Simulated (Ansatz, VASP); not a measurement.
# One calculation of InP, two programs

```xyz
2
Lattice="2.8653 2.8653 0.0000 -2.8653 2.8653 0.0000 0.0000 2.8653 2.8653" Properties=species:S:1:pos:R:3 pbc="T T T"
In    0.0000    0.0000    0.0000
P     1.4326    4.2979    1.4326
```

Alike in both runs: task single point; functional LDA; k mesh 8 × 8 × 8; no spin polarisation.

|  | VASP | Ansatz |
| --- | --- | --- |
| version | VASP 6.6.1 | Ansatz 0.2.0 |
| potentials or method | VASP PAW LDA potentials, release 64 (In_d, P), cutoff 520 eV | all-electron LAPW, scalar-relativistic |
| occupations | gaussian, width 0.01 eV | fixed |

```csv
,VASP,Ansatz,Ansatz less VASP
gap on the k mesh at the Fermi level (eV),0.87,0.84,-0.030
pressure (GPa),4.0,4.0,-0.02
```

LDA's correlation is that of Perdew and Zunger in VASP and of Perdew and Wang (1992) in Ansatz. Ansatz ran all-electron here, and VASP with PAW potentials.
